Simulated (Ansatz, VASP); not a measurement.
## One calculation of BAs, two programs

INCAR

```
SYSTEM = BAs
PREC = Accurate ; ENCUT = 520
EDIFF = 1E-6 ; ISMEAR = 0
SIGMA = 0.01 ; LREAL = .False.
LASPH = .True. ; NELM = 60
ALGO = Normal ; ISIF = 2
LWAVE = .False. ; LCHARG = .False.
GGA = PE ; NBANDS = 11
```

The input KPOINTS:

```
Automatic mesh
0
Gamma
  8 8 8
  0 0 0
```

The input POSCAR:

```
BAs
1.0
    0.0000000000      2.3397414207      2.3397414207
    2.3397414207      0.0000000000      2.3397414207
    2.3397414207      2.3397414207      0.0000000000
B As
1 1
Direct
    0.0000000000      0.0000000000      0.0000000000
    0.2500000000      0.2500000000      0.2500000000
```

Input for Ansatz:

```yaml
crystal:
  lattice:
    - [0.0, 2.3397414206671185, 2.3397414206671185]
    - [2.3397414206671185, 0.0, 2.3397414206671185]
    - [2.3397414206671185, 2.3397414206671185, 0.0]
  atoms:
    - { symbol: B, position: [0.0, 0.0, 0.0] }
    - { symbol: As, position: [0.25, 0.25, 0.25] }
basis:
  ecutwfc: 420.0
kpoints:
  mp_grid:
    grid: [8, 8, 8]
hamiltonian:
  xc: pbe
  pseudopotentials:
    kind: paw
scf:
  occupations:
    method: fixed
output:
  stress: true
```

Alike in both runs: task single point; functional PBE; k mesh 8 × 8 × 8; no spin polarisation.

|  | VASP | Ansatz |
| --- | --- | --- |
| version | VASP 6.6.1 | Ansatz 0.2.0 |
| potentials or method | VASP PAW PBE potentials, release 64 (B, As), cutoff 520 eV | plane waves, PAW |
| occupations | gaussian, width 0.01 eV | fixed |
| valence electrons in the cell | 8 | 18 |

```tsv
	VASP	Ansatz	Ansatz less VASP
pressure (GPa)	13.7	12.8	-0.88
```

VASP's potentials hold 8 valence electrons a cell and Ansatz's 18, so a difference there can come from the potentials and not from the codes.
